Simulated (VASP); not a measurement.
Runs of VASP 6.6.1 on Ir. The structure is that of space group Im-3m (No. 229), or close to it. The cells are those of the table. 

| task | potentials or basis | cell | k mesh | cutoff (eV) | second run | gap on the mesh (eV) | pressure (GPa) |
| --- | --- | --- | --- | --- | --- | --- | --- |
| single point | VASP PAW PBE potentials, release 64 (Ir_sv_GW) | a = 2.629 Å, angles 109.5°, 1 atom | 16 × 16 × 16 | 500 | valence_matched | none | 12.2 |
| single point | VASP PAW PBE potentials, release 64 (Ir) | a = 2.665 Å, angles 109.5°, 1 atom | 23 × 23 × 23 | 520 | - | none | 1.0 |
| single point | VASP PAW PBE potentials, release 64 (Ir) | a = 2.665 Å, angles 109.5°, 1 atom | 16 × 16 × 16 | 520 | - | none | 1.0 |
| single point | VASP PAW PBE potentials, release 64 (Ir) | a = 2.700 Å, angles 109.5°, 1 atom | 16 × 16 × 16 | 520 | - | none | -11.4 |
| single point | VASP PAW PBE potentials, release 64 (Ir) | a = 2.592 Å, angles 109.5°, 1 atom | 16 × 16 × 16 | 520 | - | none | 36.8 |
| single point | VASP PAW PBE potentials, release 64 (Ir) | a = 2.665 Å, angles 109.5°, 1 atom | 14 × 14 × 14 | 520 | - | none | 0.8 |
| single point | VASP PAW PBE potentials, release 64 (Ir) | a = 2.734 Å, angles 109.5°, 1 atom | 16 × 16 × 16 | 520 | - | none | -21.1 |
| single point | VASP PAW PBE potentials, release 64 (Ir) | a = 2.554 Å, angles 109.5°, 1 atom | 16 × 16 × 16 | 520 | - | none | (a) |
| single point | VASP PAW PBE potentials, release 64 (Ir) | a = 2.768 Å, angles 109.5°, 1 atom | 16 × 16 × 16 | 520 | - | none | (b) |
| relaxation of cell and atoms | VASP PAW PBE potentials, release 64 (Ir) | relaxed from a = 2.639 Å, angles 109.5°, 1 atom | 14 × 14 × 14 | 600 | - | none | 0.0 |
| single point | VASP PAW PBE potentials, release 64 (Ir) | a = 2.629 Å, angles 109.5°, 1 atom | 16 × 16 × 16 | 520 | - | none | (c) |

Alike in all rows: level PBEsol; no spin polarisation; smearing fermi-dirac 0.1 eV.

Fill in the values left out.

(a) 62.3; (b) -28.6; (c) 16.7.

Caveats: the PAW data sets were made with another functional, which shifts forces and pressure a little; spin-orbit coupling is left out, which moves the levels of the heavy elements.

A k mesh can miss the band edges, and the runs leave out spin-orbit coupling on Ir.

A gap of «none» marks levels without a gap at the run's occupations.

The runs don't all hold the same shells in valence.
